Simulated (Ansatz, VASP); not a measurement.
# One calculation of TiC, two programs

POSCAR

```
TiC
1.0
    0.0000000000      2.1964600000      2.1315400000
    2.1964600000      0.0000000000      2.1315400000
    2.1964600000      2.1964600000      0.0000000000
Ti C
1 1
Direct
    0.0000000000      0.0000000000      0.0000000000
    0.5000000000      0.5000000000      0.5000000000
```

File INCAR.step1:

```
PREC = Accurate ; ENCUT = 520
ISMEAR = 0 ; SIGMA = 0.15
LREAL = False ; LASPH = True
NELM = 80 ; NBANDS = 15
GGA = PE ; ALGO = Normal
EDIFF = 1E-4 ; LWAVE = True
LCHARG = False
```

File INCAR.step2:

```
PREC = Accurate ; ENCUT = 520
EDIFF = 1E-6 ; ISMEAR = 0
SIGMA = 0.15 ; LREAL = False
LASPH = True ; NELM = 80
ALGO = Normal ; ISIF = 2
LWAVE = False ; LCHARG = True
METAGGA = R2SCAN ; LMIXTAU = True
LELF = True ; LVHAR = True
NBANDS = 15 ; ISTART = 1
```

Contents of KPOINTS:

```
regular mesh
0
Gamma
  18 18 18
```

Input for Ansatz:

```yaml
crystal:
  lattice:
    - [0.0, 2.19646, 2.13154]
    - [2.19646, 0.0, 2.13154]
    - [2.19646, 2.19646, 0.0]
  atoms:
    - { symbol: Ti, position: [0.0, 0.0, 0.0] }
    - { symbol: C, position: [0.5, 0.5, 0.5] }
basis:
  ecutwfc: 500
kpoints:
  mp_grid: { grid: [18, 18, 18] }
hamiltonian:
  xc: r2scan
scf:
  occupations: { method: gaussian, width: 0.15 }
output:
  forces: true
  stress: true
  eigenvalues: true
  write_density: true
  write_potential: true
  elf: true
  volumetric_format: npy
```

Change from the starting cell: strain +0.015 along x and y, -0.015 along z, atoms carried along.

Alike in both runs: task single point; functional r2SCAN; k mesh 18 × 18 × 18; occupations gaussian, width 0.15 eV; no spin polarisation.

```csv
,VASP,Ansatz
version,VASP 6.6.1,Ansatz 0.2.0
potentials or method,"VASP PAW PBE potentials, release 64 (Ti_sv, C), cutoff 520 eV","scalar-relativistic, plane waves, PAW"
valence electrons in the cell,16,16
```

VASP gave:

```
gap on the k mesh at the Fermi level (eV)                     : none
pressure (GPa)                                                : -2.4
traceless stress, the component that is largest in VASP (GPa) : 8.00
```

Q: Estimate Ansatz's values.

A: gap on the k mesh at the Fermi level (eV): none; pressure (GPa): -3.3; traceless stress, the component that is largest in VASP (GPa): 7.89.

VASP's potentials were made for PBE, not for r2SCAN. A gap of «none» marks a metal or a gap that the smearing closes.
